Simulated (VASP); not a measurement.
# TiC (R-3m) in VASP: notebook

The runs below take TiC through electric field gradients, with PBE.

Program: VASP 6.6.1. These are calculated values, not measurements. Logs are shortened: lines on timing, memory, paths and dates and some standing lists are left out, and cuts for length are marked.

## 1. The cell of the first run

The structure is trigonal, space group R-3m (No. 166). The conventional cell has a = 3.106 Å, b = 3.106 Å, c = 7.271 Å, α = 90.00°, β = 90.00°, γ = 120.00°. Within 2.9 Å of Ti (site symmetry -3m) lie 6 C at 2.16 Å. Within 2.9 Å of C (site symmetry -3m) lie 6 Ti at 2.16 Å.

## 2. Electric field gradients, PBE (equal xy, yz and zx shear strains of -3 %)

The input, INCAR:

```
SYSTEM = TiC
ALGO = Normal
EDIFF = 1E-8
ENCUT = 520
GGA = PE
ISIF = 2
ISMEAR = -1
LASPH = .True.
LCHARG = .False.
LEFG = .True.
LREAL = .False.
LWAVE = .False.
NBANDS = 15
NELM = 100
PREC = Accurate
SIGMA = 0.03
```

The input, KPOINTS:

```
k-points
0
Gamma
  16 16 16
  0 0 0
```

The input, POSCAR:

```
TiC
1.0
   -0.0649200000      2.1315400000      2.1315400000
    2.1315400000     -0.0649200000      2.1315400000
    2.1315400000      2.1315400000     -0.0649200000
Ti C
1 1
Direct
    0.0000000000      0.0000000000      0.0000000000
    0.5000000000      0.5000000000      0.5000000000
```

Potentials or basis: VASP PAW PBE potentials, release 64 (Ti_sv, C).

Command:

```
> cat potpaw_PBE.64/Ti_sv/POTCAR potpaw_PBE.64/C/POTCAR > POTCAR
> mpirun -np 1 vasp_std > vasp.out
```

OUTCAR:

```text
SYSTEM = TiC
   EDIFF = 1E-8
   ENCUT = 520
   GGA = PE
   ISIF = 2
   ISMEAR = -1
   LASPH = .True.
   LREAL = .False.
   NELM = 100
   PREC = Accurate

 ion  position               nearest neighbor table
   1  0.000  0.000  0.000-   2 2.16   2 2.16   2 2.16   2 2.16   2 2.16   2 2.16
   2  0.500  0.500  0.500-   1 2.16   1 2.16   1 2.16   1 2.16   1 2.16   1 2.16

  LATTYP: Found a trigonal (rhomboedric) cell.
 ALAT       =     3.0151517623
 COS(alpha) =     0.4693254694

  Lattice vectors:

 A1 = (  -0.0649200000,   2.1315400000,   2.1315400000)
 A2 = (   2.1315400000,  -0.0649200000,   2.1315400000)
 A3 = (   2.1315400000,   2.1315400000,  -0.0649200000)

Analysis of symmetry for initial positions (statically):
=====================================================================
 Subroutine PRICEL returns:
 Original cell was already a primitive cell.

 Routine SETGRP: Setting up the symmetry group for a
 trigonal (rhombohedral) supercell.

 Subroutine GETGRP returns: Found 12 space group operations
 (whereof 12 operations were pure point group operations)
 out of a pool of 12 trial point group operations.

The static configuration has the point symmetry D_3d.

Analysis of symmetry for dynamics (positions and initial velocities):
=====================================================================
 Subroutine PRICEL returns:
 Original cell was already a primitive cell.

 Routine SETGRP: Setting up the symmetry group for a
 trigonal (rhombohedral) supercell.

 Subroutine GETGRP returns: Found 12 space group operations
 (whereof 12 operations were pure point group operations)
 out of a pool of 12 trial point group operations.

The dynamic configuration has the point symmetry D_3d.

 Subroutine INISYM returns: Found 12 space group operations
 (whereof 12 operations are pure point group operations),
 and found     1 'primitive' translations

----------------------------------------------------------------------------------------

                                     Primitive cell

  volume of cell :      20.2538

  direct lattice vectors                    reciprocal lattice vectors
    -0.064920000  2.131540000  2.131540000    -0.224118828  0.231159210  0.231159210
     2.131540000 -0.064920000  2.131540000     0.231159210 -0.224118828  0.231159210
     2.131540000  2.131540000 -0.064920000     0.231159210  0.231159210 -0.224118828

  length of vectors
     3.015151762  3.015151762  3.015151762     0.396356418  0.396356418  0.396356418

  position of ions in fractional coordinates (direct lattice)
     0.000000000  0.000000000  0.000000000
     0.500000000  0.500000000  0.500000000

  ion indices of the primitive-cell ions
   primitive index   ion index
                 1           1
                 2           2

----------------------------------------------------------------------------------------

 KPOINTS: k-points

Automatic generation of k-mesh.
 Grid dimensions read from file:
 generate k-points for:   16   16   16

 Generating k-lattice:

  Cartesian coordinates                     Fractional coordinates (reciprocal lattice)
    -0.014007427  0.014447451  0.014447451     0.062500000 -0.000000000 -0.000000000
     0.014447451 -0.014007427  0.014447451    -0.000000000  0.062500000 -0.000000000
     0.014447451  0.014447451 -0.014007427    -0.000000000 -0.000000000  0.062500000

  Length of vectors
     0.024772276  0.024772276  0.024772276

  Shift w.r.t. Gamma in fractional coordinates (k-lattice)
     0.000000000  0.000000000  0.000000000

 Subroutine IBZKPT returns following result:
 ===========================================

 Found    417 irreducible k-points:

 Following reciprocal coordinates:
            Coordinates               Weight
  0.000000  0.000000  0.000000      1.000000
  0.062500  0.000000 -0.000000      6.000000
  0.125000  0.000000 -0.000000      6.000000
  0.187500  0.000000  0.000000      6.000000
  0.250000  0.000000 -0.000000      6.000000
  0.312500  0.000000  0.000000      6.000000
[... 16 lines left out ...]
 -0.125000  0.062500 -0.000000     12.000000
 -0.062500  0.062500  0.000000      6.000000
 [... further k-points ...]
   k-points           NKPTS =    417   k-points in BZ     NKDIM =    417   number of bands    NBANDS=     15
   number of dos      NEDOS =    301   number of ions     NIONS =      2
   total plane-waves  NPLWV =  13824
   dimension x,y,z NGX =    24 NGY =   24 NGZ =   24
   dimension x,y,z NGXF=    48 NGYF=   48 NGZF=   48
   ions per type =               1   1
   NGX,Y,Z   is equivalent  to a cutoff of  13.23, 13.23, 13.23 a.u.
   NGXF,Y,Z  is equivalent  to a cutoff of  26.47, 26.47, 26.47 a.u.
 SYSTEM =  TiC
   PREC   = accura    normal or accurate (medium, high low for compatibility)
   ISTART =      0    job   : 0-new  1-cont  2-samecut
   ICHARG =      2    charge: 1-file 2-atom 10-const
   ISPIN  =      1    spin polarized calculation?
   LNONCOLLINEAR =      F non collinear calculations
   LSORBIT =      F    spin-orbit coupling
   LASPH  =      T    aspherical Exc in radial PAW
   ENCUT  =  520.0 eV  38.22 Ry    6.18 a.u.   5.61  5.61  5.61*2*pi/ulx,y,z
   NELM   =    100;   NELMIN=  2; NELMDL= -5     # of ELM steps
   EDIFF  = 0.1E-07   stopping-criterion for ELM
   LREAL  =      F    real-space projection
   EDIFFG = 0.1E-06   stopping-criterion for IOM
   NSW    =      0    number of steps for IOM
   IBRION =     -1    ionic relax: 0-MD 1-quasi-New 2-CG
   NFREE  =      0    steps in history (QN), initial steepest desc. (CG)
   ISIF   =      2    stress and relaxation
   ISYM   =      2    0-nonsym 1-usesym 2-fastsym
   POTIM  = 0.5000    time-step for ionic-motion
   TEBEG  =    0.0;   TEEND  =   0.0 temperature during run
   PSTRESS=    0.0 pullay stress
   NELECT =      16.0000    total number of electrons
   NUPDOWN=      -1.0000    fix difference up-down
   EMIN   =  10.00;   EMAX   =-10.00  energy-range for DOS
   EFERMI =   0.00;   METHOD = LEGACY
   ISMEAR =    -1;   SIGMA  =   0.03  broadening in eV -4-tet -1-fermi 0-gaus
   EFERMI_NEDOS =   21; number of points for ismear=-14 and -15
   IALGO  =     38    algorithm
   IMIX   =      4    mixing-type and parameters
     AMIX     =   0.40;   BMIX     =  1.00
     AMIX_MAG =   1.60;   BMIX_MAG =  1.00
  volume/ion in A,a.u.               =      10.13        68.34
  Fermi-wavevector in a.u.,A,eV,Ry     =   1.513374  2.859862 31.161439  2.290301
  Thomas-Fermi vector in A             =   2.623174
   LORBIT       =      0    0 simple, 1 ext, 2 COOP (PROOUT), +10 PAW based schemes
   GGA     = PE    functional components
   LHFCALC =     F    Hartree Fock is set to
   AEXX    =    0.0000 exact exchange contribution
   IVDW    =     0    specifies the selected vdW correction
   LEPSILON=     F    determine dielectric tensor
   LRPA    =     F    only Hartree local field effects (RPA)
 non-spin polarized calculation
  energy-cutoff  :      520.00
  volume of cell :       20.25
 maximum number of plane-waves:       557
   NGX = 11   NGY = 11   NGZ = 11

 number of electron      15.9999999 magnetization

 Free energy of the ion-electron system (eV)
  ---------------------------------------------------
  ext. energy  EPLUGINS =         0.00000000
  ---------------------------------------------------
  free energy    TOTEN  =       -18.68164222 eV

  energy without entropy =      -18.68109560  energy(sigma->0) =      -18.68136891

 E-fermi :   9.4733     XC(G=0): -12.7146

 val. band max:        9.4713471805   @ k =   0.1875   0.1875   0.0000
 cond. band min:       9.4860295809   @ k =   0.1250   0.1250  -0.0000
 fundamental gap:      0.0146824004
 Fermi energy:         9.4733094716

 k-point     1 :       0.0000    0.0000    0.0000
  band No.  band energies     occupation
      1     -47.1298      2.00000
      2     -23.1612      2.00000
      3     -23.1612      2.00000
      4     -23.1301      2.00000
      5      -2.9649      2.00000
      6       9.9874      0.00000
      7       9.9874      0.00000
      8      10.4287      0.00000
      9      11.0155      0.00000
     10      11.0155      0.00000
     11      11.1906      0.00000
     12      11.1906      0.00000
     13      11.3712      0.00000
     14      19.9872      0.00000
[... 401 lines left out ...]
      2     -23.2043      2.00000
      3     -23.1704      2.00000
      4     -23.1362      2.00000
      5      -2.7371      2.00000
      6       9.1392      1.99997
      7       9.2723      1.99754
      8       9.5594      0.10735
      9      10.3784      0.00000
     10      10.9073      0.00000
     11      11.7164      0.00000
     12      12.2106      0.00000
     13      13.1747      0.00000
     14      20.3855      0.00000
     15      23.5750      0.00000

 [... further k-points ...]

------------------------ aborting loop because EDIFF is reached ----------------------------------------

  FORCE on cell =-STRESS in cart. coord.  units (eV):
  Direction    XX          YY          ZZ          XY          YZ          ZX
  --------------------------------------------------------------------------------------
  -------------------------------------------------------------------------------------
  Total        0.1612263      0.1612263      0.1612263      0.6031735      0.6031735      0.6031735
  in kB       12.7538382     12.7538382     12.7538382     47.7141545     47.7141545     47.7141545
  external PRESSURE =      12.7538382 kB  Pullay stress =       0.0000000 kB

 VOLUME and BASIS-vectors are now :
 -----------------------------------------------------------------------------
  energy-cutoff  :      520.00
  volume of cell :       20.25
      direct lattice vectors                 reciprocal lattice vectors
    -0.064920000  2.131540000  2.131540000    -0.224118828  0.231159210  0.231159210
     2.131540000 -0.064920000  2.131540000     0.231159210 -0.224118828  0.231159210
     2.131540000  2.131540000 -0.064920000     0.231159210  0.231159210 -0.224118828

 POSITION                                       TOTAL-FORCE (eV/Angst)
 -----------------------------------------------------------------------------------
      0.00000      0.00000      0.00000         0.000000     -0.000000      0.000000
      2.09908      2.09908      2.09908        -0.000000      0.000000     -0.000000
 -----------------------------------------------------------------------------------
    total drift:                                0.000000     -0.000000     -0.000000

  FREE ENERGIE OF THE ION-ELECTRON SYSTEM (eV)
  ---------------------------------------------------
  free  energy   TOTEN  =       -18.6816422247 eV

  energy  without entropy=      -18.6810955966  energy(sigma->0) =      -18.68136891

 Electric field gradients (V/A^2)
---------------------------------------------------------------------
 ion       V_xx      V_yy      V_zz      V_xy      V_xz      V_yz
---------------------------------------------------------------------
   1      -0.000    -0.000     0.000     0.731     0.731     0.731
   2       0.000     0.000     0.000     1.383     1.383     1.383
---------------------------------------------------------------------

 Electric field gradients after diagonalization (V/A^2)
 (convention: |V_zz| > |V_xx| > |V_yy|)
----------------------------------------------------------------------
 ion       V_xx      V_yy      V_zz     asymmetry (V_yy - V_xx)/ V_zz
----------------------------------------------------------------------
   1      -0.731    -0.731     1.461       0.000
   2      -1.383    -1.383     2.766       0.000
----------------------------------------------------------------------

           NMR quadrupolar parameters

 Cq : quadrupolar parameter    Cq=e*Q*V_zz/h
 eta: asymmetry parameters     (V_yy - V_xx)/ V_zz
 Q  : nuclear electric quadrupole moment in mb (millibarn)
----------------------------------------------------------------------
 ion       Cq(MHz)       eta       Q (mb)
----------------------------------------------------------------------
   1       0.004       0.000       1.000
   2       0.007       0.000       1.000
----------------------------------------------------------------------
```

Wall time 58 s (1 thread of Intel Xeon 6975P-C (Granite Rapids), shared host); peak memory 0.24 GiB.

What came out:

```yaml
Free_energy: -18.6816 eV
Pressure: 1.3 GPa
Band_gap_on_the_k_mesh: zero (band 8 reaches 10.43 eV, above the bottom of band 9 at 9.26 eV)
```

Levels at points of the mesh, in eV from the Fermi level:
| k point | band 6 | band 7 | band 8 | band 9 | band 10 | band 11 |
| --- | --- | --- | --- | --- | --- | --- |
| (0.00, 0.00, 0.00) | 0.51 | 0.51 | 0.96 | 1.54 | 1.54 | 1.72 |
| (0.50, 0.00, 0.00) | -5.88 | -3.03 | -2.61 | 2.71 | 2.94 | 4.09 |
| (0.50, 0.50, 0.00) | -3.46 | -1.65 | -0.26 | 0.16 | 2.68 | 3.48 |
| (0.50, 0.50, 0.50) | -5.86 | -3.18 | -3.18 | 3.03 | 3.03 | 4.27 |

Electric field gradients, principal values (V/Å²):
| atom | least | middle | greatest (by size) |
| --- | --- | --- | --- |
| 1 Ti | -0.731 | -0.731 | 1.461 |
| 2 C | -1.383 | -1.383 | 2.766 |

Caveat: the cell differs from its parent crystal (equal xy, yz and zx shear strains of -3 %); without QUAD_EFG the Cq values of the log hold for a quadrupole moment of 1 mb, not for the nuclei.

(Continued in part 2 of 2.)
